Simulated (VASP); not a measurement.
## In3Ga5As5P3: single point with PBEsol

The system is In3Ga5As5P3.

```
In Ga As P
1.0
    11.48569    0.00000    0.00000
     0.00000    5.74284    0.00000
     0.00000    0.00000    5.74284
In Ga As P
3 5 5 3
Direct
  0.00224 0.00979 0.97114
  0.24474 0.52934 0.97737
  0.24534 0.95456 0.49526
  0.49768 0.99846 0.00387
  0.75491 0.50291 0.98067
  0.74798 0.02060 0.49081
  0.99385 0.49557 0.49782
  0.49976 0.47023 0.49773
  0.12259 0.27151 0.25976
  0.61809 0.25864 0.25383
  0.86427 0.76260 0.26177
  0.88447 0.28454 0.75450
  0.10972 0.75114 0.74698
  0.38536 0.74299 0.28286
  0.37968 0.22517 0.73704
  0.62110 0.70856 0.74982
```

| Property | Result |
| --- | --- |
| Program | VASP 6.6.1 |
| Task | single point |
| Functional | PBEsol |
| Potentials or basis | VASP PAW PBE potentials, release 64 (In_d, Ga_d, As, P) |
| Cutoff | 520 eV |
| k mesh | 2 × 2 × 2, shifted |
| Occupations | fermi-dirac, width 0.05 eV |
| Spin | no spin polarisation |

```
Largest force : 3.232 eV/Å
```

Forces in eV/Å, atoms in the order of the input:
```
In  -0.998  0.840  2.956
In   2.201 -1.455  1.265
In   0.312  2.088 -0.268
Ga   0.092 -0.767 -0.232
Ga  -0.938  0.626  1.060
Ga  -0.420 -0.289  1.034
Ga   0.168  1.045 -1.147
Ga  -0.691  0.843  1.112
As   0.213 -0.526 -0.003
As   1.163 -0.660 -1.363
As   0.455 -0.604 -0.521
As  -2.100 -0.864 -0.845
As  -0.233 -1.596 -1.730
P    0.955 -0.666 -1.971
P   -0.066  0.457  0.663
P   -0.112  1.527 -0.009
```

Levels at points of the mesh, in eV from the Fermi level:
```tsv
k point	band 68	band 69	band 70	band 71	band 72	band 73	band 74	band 75
(0.25, 0.25, 0.25)	-1.23	-0.84	-0.60	-0.41	0.03	1.76	2.09	2.26
```

It took 5.8 min on 1 thread of Intel(R) Xeon(R) Platinum 8175M CPU @ 2.50GHz (Skylake/Cascade Lake), with other jobs on the host, peak memory 0.51 GiB.

Caveat: the k points lie up to 0.55 Å⁻¹ apart, too coarse for converged energies and pressures of a metal; the cell carries a net charge on a neutralising background, which shifts energy and pressure; the cell is charged against a uniform background, so pressure and absolute levels hang on convention; the PAW data sets were made with another functional, which shifts forces and pressure a little; spin-orbit coupling is left out, which moves the levels of the heavy elements.
